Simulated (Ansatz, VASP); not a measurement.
Mg6O5: VASP beside Ansatz

```
CELL_PARAMETERS angstrom
5.59086 0.00000 0.00000
0.00000 5.59086 0.00000
0.00000 0.00000 5.59086
ATOMIC_POSITIONS crystal
Mg 0.25000 0.00000 0.50000
Mg 0.00000 0.50000 0.25000
Mg 0.50000 0.75000 0.00000
Mg 0.75000 0.00000 0.50000
Mg 0.00000 0.50000 0.75000
Mg 0.50000 0.25000 0.00000
O 0.50000 0.00000 0.25000
O 0.00000 0.75000 0.50000
O 0.00000 0.43740 0.00000
O 0.50000 0.00000 0.75000
O 0.00000 0.25000 0.50000
```

Change from the starting cell: O vacancy; atom 9 moved 0.500 of the way to it and -0.350 Å across, host rigid.

Alike in both runs: task single point; functional PBEsol; k mesh 4 × 4 × 4; occupations gaussian, width 0.05 eV; no spin polarisation.

|  | VASP | Ansatz |
| --- | --- | --- |
| version | VASP 6.6.1 | Ansatz 0.2.0 |
| potentials or method | VASP PAW PBE potentials, release 64 (Mg, O), cutoff 520 eV | scalar-relativistic, plane waves, PAW |
| valence electrons in the cell | 42 | 90 |

Ansatz gave:

| Item | Value |
| --- | --- |
| gap on the k mesh at the Fermi level (eV) | 0.19 |
| least direct gap on the mesh (eV) | 0.87 |
| pressure (GPa) | 17.7 |
| traceless stress, the component that is largest in VASP (GPa) | 30.85 |
| rms of the force components (eV/Å) | 4.925 |

Which values does VASP return?

gap on the k mesh at the Fermi level (eV): 0.20; least direct gap on the mesh (eV): 0.87; pressure (GPa): 18.9; traceless stress, the component that is largest in VASP (GPa): 33.24; rms of the force components (eV/Å): 5.294.

VASP's potentials were made for PBE, not for PBEsol, and Ansatz warns of the same on its side. Atom by atom the forces differ by 0.369 eV/Å (rms over components). VASP's potentials hold 42 valence electrons a cell and Ansatz's 90, so a difference there can come from the potentials and not from the codes.
